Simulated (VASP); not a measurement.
Write the native input for VASP 6.6.1 that does the following.

| Item | Value |
| --- | --- |
| Task | electric field gradients |
| Functional | PBE |
| Potentials or basis | VASP PAW PBE potentials, release 64 (O) |
| Cutoff | 520 eV |
| k mesh | 6 × 6 × 6 |
| Occupations | fermi-dirac, width 0.03 eV |
| Spin | no spin polarisation |
| Dipole correction | no |
| Further INCAR settings | ALGO = Normal; EDIFF = 1e-08; NBANDS = 13 |

The structure of O lies in POSCAR:

```
O
1.0
    0.0000000000      2.1075500000      3.3448500000
    1.4783500000      0.0000000000      3.3448500000
    1.4783500000      2.1075500000      0.0000000000
O
2
Direct
    0.0871000000      0.0871000000      0.9129000000
    0.9129000000      0.9129000000      0.0871000000
```

These files were run (other wordings do the same):

INCAR

```
PREC = Accurate
ENCUT = 520
EDIFF = 1E-8
ISMEAR = -1
SIGMA = 0.03
LREAL = F
LASPH = T
NELM = 100
ALGO = Normal
ISIF = 2
LWAVE = F
LCHARG = F
GGA = PE
LEFG = T
NBANDS = 13
```

KPOINTS

```
Automatic mesh
0
Gamma
  6 6 6
```

Potentials or basis: VASP PAW PBE potentials, release 64 (O).

Run with:

```sh
$ cat potpaw_PBE.64/O/POTCAR > POTCAR
$ mpirun -np 1 vasp_std > vasp.out
```

Results of the run:

* Pressure: 18.0 GPa
* Largest force: 5.743 eV/Å
* Band gap on the k mesh: zero (band 6 reaches 2.59 eV, above the bottom of band 7 at 0.92 eV)

Caveat: the k points lie up to 0.46 Å⁻¹ apart; the standard files for N, O and F lose accuracy on very short bonds; spin is off for a triplet molecule; without QUAD_EFG the Cq values of the log hold for a quadrupole moment of 1 mb, not for the nuclei; forces of over 1 eV/Å act on the atoms, so gaps and moduli don't describe the material at rest.

Run time: 9.2 s on 1 thread of Intel(R) Xeon(R) Platinum 8488C (Sapphire Rapids), on a shared host, peak memory 0.14 GiB.
